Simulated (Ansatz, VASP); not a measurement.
Ru in VASP and in Ansatz

```xyz
2
Lattice="2.6743 0.0000 0.0000 -1.3372 2.3160 0.0000 0.0000 0.0000 4.2260" Properties=species:S:1:pos:R:3 pbc="T T T"
Ru    0.0000    1.5440    1.0565
Ru    1.3372    0.7720    3.1695
```

Alike in both runs: functional LDA; k mesh 15 × 15 × 8; occupations gaussian, width 0.1 eV; no spin polarisation.

Ansatz relaxed the structure, and its values are those at the end. VASP's run is a single point on that final structure, the one shown.

|  | VASP | Ansatz |
| --- | --- | --- |
| version | VASP 6.6.1 | Ansatz 0.2.0 |
| potentials or method | VASP PAW LDA potentials, release 64 (Ru_pv), cutoff 520 eV | scalar-relativistic, plane waves, PAW |
| valence electrons in the cell | 28 | 32 |

VASP gave:

* gap on the k mesh at the Fermi level (eV): none
* pressure (GPa): 0.9

**Question.** Which values does Ansatz return?

**Answer.** gap on the k mesh at the Fermi level (eV): none; pressure (GPa): 0.0.

Ansatz warns that its potentials were made for another functional, while VASP's fit it. LDA's correlation is that of Perdew and Zunger in VASP and of Perdew and Wang (1992) in Ansatz. A gap of «none» marks a metal or a gap that the smearing closes. VASP's potentials hold 28 valence electrons a cell and Ansatz's 32, so a difference there can come from the potentials and not from the codes.
